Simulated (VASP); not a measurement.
Runs of VASP 6.6.1 on BaOs. The structure is cubic, space group Pm-3m (No. 221). The conventional cell has a = 3.728 Å, b = 3.728 Å, c = 3.728 Å, α = 90.00°, β = 90.00°, γ = 90.00°. Within 4.2 Å of Ba (site symmetry m-3m) lie 8 Os at 3.23 Å and 6 Ba at 3.73 Å. Os (site symmetry m-3m) has 8 Ba at 3.23 Å and 6 Os at 3.73 Å within 4.2 Å. 

```tsv
level	potentials or basis	spin	smearing	gap on the mesh (eV)	pressure (GPa)
PBE	VASP PAW PBE potentials, release 64 (Ba_sv, Os)	non-collinear, zero start, SOC	gaussian 0.05 eV	-	3.2
r2SCAN	VASP PAW PBE potentials, release 64 (Ba_sv, Os)	off	gaussian 0.05 eV	none	1.8
PBE	VASP PAW PBE potentials, release 64 (Ba_sv, Os)	off	gaussian 0.05 eV	none	1.8
LDA	VASP PAW LDA potentials, release 64 (Ba_sv, Os)	off	gaussian 0.05 eV	none	-4.2
RPBE	VASP PAW PBE potentials, release 64 (Ba_sv, Os)	off	gaussian 0.05 eV	none	3.9
PBE+D3(BJ)	VASP PAW PBE potentials, release 64 (Ba_sv, Os)	off	gaussian 0.05 eV	none	(a)
PBE	VASP PAW PBE potentials, release 64 (Ba_sv, Os)	off	tetrahedron	none	1.8
```

Alike in all rows: task single point; cell as given; k mesh 8 × 8 × 8; cutoff (eV) 520.

Task: Estimate the missing entries.

Result: (a) -0.9.

Caveats: spin-orbit coupling is left out, which moves the levels of the heavy elements (at least some runs); the cell stands under pressure (at least some runs); the PAW data sets were made with another functional, which shifts forces and pressure a little (at least some runs); the cell stands under tension (at least some runs); tetrahedron occupations give inexact forces and stress in metals (at least some runs).

A k mesh can miss the band edges, and rows without SOC leave out spin-orbit coupling on Ba, Os.

A gap of «none» marks levels without a gap at the run's occupations.
